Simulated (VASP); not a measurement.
# CrB5 (F-43m) in VASP: further runs, part 2 of 2

VASP 6.6.1. The steps go on from the part before.

## (3) Single point, PBE

INCAR reads:

```
PREC = Accurate
ENCUT = 520
EDIFF = 1E-7
ISMEAR = 0
SIGMA = 0.1
LREAL = False
LASPH = True
NELM = 100
ALGO = Normal
ISIF = 2
LWAVE = False
LCHARG = False
GGA = PE
NBANDS = 22
```

KPOINTS reads:

```
Automatic mesh
0
Gamma
  12 12 12
```

POSCAR reads:

```
CrB5
1.0
    0.0000000000      2.7019955287      2.7019955287
    2.7019955287      0.0000000000      2.7019955287
    2.7019955287      2.7019955287      0.0000000000
Cr B
1 5
Direct
    0.0000000000      0.0000000000      0.0000000000
    0.7500000000      0.7500000000      0.7500000000
    0.3754196300      0.3754196300      0.8737411099
    0.3754196300      0.8737411099      0.3754196300
    0.8737411099      0.3754196300      0.3754196300
    0.3754196300      0.3754196300      0.3754196300
```

Potentials or basis: VASP PAW PBE potentials, release 64 (Cr_pv, B).

The run is started by

```bash
cat potpaw_PBE.64/Cr_pv/POTCAR potpaw_PBE.64/B/POTCAR > POTCAR
mpirun -np 1 vasp_std > vasp.out
```

OUTCAR:

```text
PREC = Accurate
   ENCUT = 520
   EDIFF = 1E-7
   ISMEAR = 0
   LREAL = False
   LASPH = True
   NELM = 100
   ISIF = 2
   GGA = PE

 ion  position               nearest neighbor table
   1  0.000  0.000  0.000-   3 2.24   4 2.24   5 2.24   6 2.24   6 2.24   6 2.24   3 2.24   5 2.24
                             5 2.24   3 2.24   4 2.24   4 2.24   2 2.34   2 2.34   2 2.34   2 2.34
   2  0.750  0.750  0.750-   1 2.34   1 2.34   1 2.34   1 2.34
   3  0.375  0.375  0.874-   4 1.90   5 1.90   6 1.90   6 1.92   4 1.92   5 1.92   1 2.24   1 2.24
                             1 2.24
   4  0.375  0.874  0.375-   3 1.90   5 1.90   6 1.90   3 1.92   6 1.92   5 1.92   1 2.24   1 2.24
                             1 2.24
   5  0.874  0.375  0.375-   3 1.90   4 1.90   6 1.90   6 1.92   3 1.92   4 1.92   1 2.24   1 2.24
                             1 2.24
   6  0.375  0.375  0.375-   3 1.90   4 1.90   5 1.90   3 1.92   4 1.92   5 1.92   1 2.24   1 2.24
                             1 2.24

  LATTYP: Found a face centered cubic cell.
 ALAT       =     5.4039910574

  Lattice vectors:

 A1 = (   0.0000000000,   2.7019955287,   2.7019955287)
 A2 = (   2.7019955287,   0.0000000000,   2.7019955287)
 A3 = (   2.7019955287,   2.7019955287,   0.0000000000)

Analysis of symmetry for initial positions (statically):
=====================================================================
 Subroutine PRICEL returns:
 Original cell was already a primitive cell.

 Routine SETGRP: Setting up the symmetry group for a
 face centered cubic supercell.

 Subroutine GETGRP returns: Found 24 space group operations
 (whereof 24 operations were pure point group operations)
 out of a pool of 48 trial point group operations.

The static configuration has the point symmetry T_d .

Analysis of symmetry for dynamics (positions and initial velocities):
=====================================================================
 Subroutine PRICEL returns:
 Original cell was already a primitive cell.

 Routine SETGRP: Setting up the symmetry group for a
 face centered cubic supercell.

 Subroutine GETGRP returns: Found 24 space group operations
 (whereof 24 operations were pure point group operations)
 out of a pool of 48 trial point group operations.

The dynamic configuration has the point symmetry T_d .

 Subroutine INISYM returns: Found 24 space group operations
 (whereof 24 operations are pure point group operations),
 and found     1 'primitive' translations

----------------------------------------------------------------------------------------

                                     Primitive cell

  volume of cell :      39.4533

  direct lattice vectors                    reciprocal lattice vectors
     0.000000000  2.701995529  2.701995529    -0.185048419  0.185048419  0.185048419
     2.701995529  0.000000000  2.701995529     0.185048419 -0.185048419  0.185048419
     2.701995529  2.701995529  0.000000000     0.185048419  0.185048419 -0.185048419

  length of vectors
     3.821198722  3.821198722  3.821198722     0.320513263  0.320513263  0.320513263

  position of ions in fractional coordinates (direct lattice)
     0.000000000  0.000000000  0.000000000
     0.750000000  0.750000000  0.750000000
     0.375419630  0.375419630  0.873741110
[... 42 lines left out ...]
  0.083333  0.000000  0.000000      8.000000
  0.166667  0.000000  0.000000      8.000000
  0.250000  0.000000  0.000000      8.000000
  0.333333  0.000000  0.000000      8.000000
  0.416667  0.000000  0.000000      8.000000
[... 16 lines left out ...]
  0.500000  0.166667  0.000000     24.000000
 -0.416667  0.166667  0.000000     24.000000
 [... further k-points ...]
   k-points           NKPTS =     72   k-points in BZ     NKDIM =     72   number of bands    NBANDS=     22
   number of dos      NEDOS =    301   number of ions     NIONS =      6
   total plane-waves  NPLWV =  21952
   dimension x,y,z NGX =    28 NGY =   28 NGZ =   28
   dimension x,y,z NGXF=    56 NGYF=   56 NGZF=   56
   ions per type =               1   5
   NGX,Y,Z   is equivalent  to a cutoff of  12.18, 12.18, 12.18 a.u.
   NGXF,Y,Z  is equivalent  to a cutoff of  24.36, 24.36, 24.36 a.u.
 SYSTEM =  unknown system
   PREC   = accura    normal or accurate (medium, high low for compatibility)
   ISTART =      0    job   : 0-new  1-cont  2-samecut
   ICHARG =      2    charge: 1-file 2-atom 10-const
   ISPIN  =      1    spin polarized calculation?
   LNONCOLLINEAR =      F non collinear calculations
   LSORBIT =      F    spin-orbit coupling
   LASPH  =      T    aspherical Exc in radial PAW
   ENCUT  =  520.0 eV  38.22 Ry    6.18 a.u.   7.10  7.10  7.10*2*pi/ulx,y,z
   NELM   =    100;   NELMIN=  2; NELMDL= -5     # of ELM steps
   EDIFF  = 0.1E-06   stopping-criterion for ELM
   LREAL  =      F    real-space projection
   EDIFFG = 0.1E-05   stopping-criterion for IOM
   NSW    =      0    number of steps for IOM
   IBRION =     -1    ionic relax: 0-MD 1-quasi-New 2-CG
   NFREE  =      0    steps in history (QN), initial steepest desc. (CG)
   ISIF   =      2    stress and relaxation
   ISYM   =      2    0-nonsym 1-usesym 2-fastsym
   POTIM  = 0.5000    time-step for ionic-motion
   TEBEG  =    0.0;   TEEND  =   0.0 temperature during run
   PSTRESS=    0.0 pullay stress
   NELECT =      27.0000    total number of electrons
   NUPDOWN=      -1.0000    fix difference up-down
   EMIN   =  10.00;   EMAX   =-10.00  energy-range for DOS
   EFERMI =   0.00;   METHOD = LEGACY
   ISMEAR =     0;   SIGMA  =   0.10  broadening in eV -4-tet -1-fermi 0-gaus
   EFERMI_NEDOS =   21; number of points for ismear=-14 and -15
   IALGO  =     38    algorithm
   IMIX   =      4    mixing-type and parameters
     AMIX     =   0.40;   BMIX     =  1.00
     AMIX_MAG =   1.60;   BMIX_MAG =  1.00
  volume/ion in A,a.u.               =       6.58        44.37
  Fermi-wavevector in a.u.,A,eV,Ry     =   1.442674  2.726258 28.317908  2.081308
  Thomas-Fermi vector in A             =   2.561167
   LORBIT       =      0    0 simple, 1 ext, 2 COOP (PROOUT), +10 PAW based schemes
   GGA     = PE    functional components
   LHFCALC =     F    Hartree Fock is set to
   AEXX    =    0.0000 exact exchange contribution
   IVDW    =     0    specifies the selected vdW correction
   LEPSILON=     F    determine dielectric tensor
   LRPA    =     F    only Hartree local field effects (RPA)
 non-spin polarized calculation
 Gauss-broadening in eV      SIGMA  =   0.10
  energy-cutoff  :      520.00
  volume of cell :       39.45
 maximum number of plane-waves:      1074
   NGX = 15   NGY = 15   NGZ = 15

 number of electron      26.9999998 magnetization

 Free energy of the ion-electron system (eV)
  ---------------------------------------------------
  ext. energy  EPLUGINS =         0.00000000
  ---------------------------------------------------
  free energy    TOTEN  =       -39.99697551 eV

  energy without entropy =      -39.98615690  energy(sigma->0) =      -39.99156621

 E-fermi :  11.3074     XC(G=0): -13.3875

 val. band max:       11.3020074965   @ k =  -0.3333   0.5000   0.1667
 cond. band min:      11.3196907630   @ k =  -0.4167   0.3333   0.1667
 fundamental gap:      0.0176832665
 Fermi energy:        11.3073752643

 k-point     1 :       0.0000    0.0000    0.0000
  band No.  band energies     occupation
      1     -32.1118      2.00000
      2     -32.1118      2.00000
      3     -32.1118      2.00000
      4      -6.2998      2.00000
      5       1.5645      2.00000
      6       3.4452      2.00000
[... 589 lines left out ...]
     21      16.8724      0.00000
     22      18.2063      0.00000

 [... further k-points ...]

------------------------ aborting loop because EDIFF is reached ----------------------------------------

  FORCE on cell =-STRESS in cart. coord.  units (eV):
  Direction    XX          YY          ZZ          XY          YZ          ZX
  --------------------------------------------------------------------------------------
  -------------------------------------------------------------------------------------
  Total       -0.0280952     -0.0280952     -0.0280952     -0.0000000     -0.0000000     -0.0000000
  in kB       -1.1409314     -1.1409314     -1.1409314     -0.0000000     -0.0000000     -0.0000000
  external PRESSURE =      -1.1409314 kB  Pullay stress =       0.0000000 kB

 VOLUME and BASIS-vectors are now :
 -----------------------------------------------------------------------------
  energy-cutoff  :      520.00
  volume of cell :       39.45
      direct lattice vectors                 reciprocal lattice vectors
     0.000000000  2.701995529  2.701995529    -0.185048419  0.185048419  0.185048419
     2.701995529  0.000000000  2.701995529     0.185048419 -0.185048419  0.185048419
     2.701995529  2.701995529  0.000000000     0.185048419  0.185048419 -0.185048419

 POSITION                                       TOTAL-FORCE (eV/Angst)
 -----------------------------------------------------------------------------------
      0.00000      0.00000      0.00000         0.000000      0.000000      0.000000
      4.05299      4.05299      4.05299         0.000000      0.000000      0.000000
      3.37523      3.37523      2.02876        -0.000938     -0.000938      0.000938
      3.37523      2.02876      3.37523        -0.000938      0.000938     -0.000938
      2.02876      3.37523      3.37523         0.000938     -0.000938     -0.000938
      2.02876      2.02876      2.02876         0.000938      0.000938      0.000938
 -----------------------------------------------------------------------------------
    total drift:                                0.000001      0.000001      0.000001

  FREE ENERGIE OF THE ION-ELECTRON SYSTEM (eV)
  ---------------------------------------------------
  free  energy   TOTEN  =       -39.9969755131 eV

  energy  without entropy=      -39.9861569044  energy(sigma->0) =      -39.99156621
```

stdout:

```text
POSCAR found type information on POSCAR CrB
 POSCAR found :  2 types and       6 ions
 scaLAPACK will be used
 LDA part: xc-table for (Slater+PW92), standard interpolation
 POSCAR, INCAR and KPOINTS ok, starting setup
 FFT: planning ... GRIDC
 FFT: planning ... GRID_SOFT
 FFT: planning ... GRID
 WAVECAR not read
 entering main loop
```

Wall time 1.9 min (1 thread of Intel Xeon 8259CL, shared host); peak memory 0.19 GiB.

Results:

```
Free energy            : -39.9970 eV
Pressure               : -0.1 GPa
Band gap on the k mesh : zero (an odd number of electrons rules out a gap without spin polarisation)
```

Caveat: the run has no spin polarisation, though such a crystal can be magnetic. Spin polarisation is off, so any magnetic state and its effect on volume and gap are missing.

The gap in the log of VASP goes by the Fermi energy; the results here count the filled bands.